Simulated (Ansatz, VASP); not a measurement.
## FeGe: VASP beside Ansatz

```
CELL_PARAMETERS angstrom
4.93006 0.00000 0.00000
-2.46503 4.26956 0.00000
0.00000 0.00000 4.06014
ATOMIC_POSITIONS crystal
Ge 0.66667 0.33333 0.50000
Ge 0.33333 0.66667 0.50000
Ge 0.00000 0.00000 0.00000
Fe 0.00000 0.50000 0.00000
Fe 0.50000 0.50000 0.00000
Fe 0.50000 0.00000 0.00000
```

Alike in both runs: task single point; functional r2SCAN; k mesh 6 × 6 × 7; occupations fermi-dirac, width 0.05 eV; collinear spin.

|  | VASP | Ansatz |
| --- | --- | --- |
| version | VASP 6.6.1 | Ansatz 0.2.0 |
| potentials or method | VASP PAW PBE potentials, release 64 (Ge_d, Fe) | Ansatz PAW |
| plane-wave cutoff (eV) | 520 | 500 |
| valence electrons in the cell | 66 | 90 |

VASP gave:

* gap on the k mesh at the Fermi level (eV): none
* pressure (GPa): 4.0
* traceless stress, the component that is largest in VASP (GPa): -0.51
* net moment per atom (μB): 1.04
* size of the moment on the site where the two differ most (μB): 0.12

Which values does Ansatz return?

gap on the k mesh at the Fermi level (eV): none; pressure (GPa): 4.2; traceless stress, the component that is largest in VASP (GPa): -0.41; net moment per atom (μB): 1.05; size of the moment on the site where the two differ most (μB): 0.09.

VASP's potentials were made for PBE, not for r2SCAN. Site moments also hang on the region over which each program counts them. A gap of «none» marks a metal or a gap that the smearing closes. VASP's potentials hold 66 valence electrons a cell and Ansatz's 90, so a difference there can come from the potentials and not from the codes.

Noted on Ansatz's run: the magnetic or orbital state may not be the lowest.
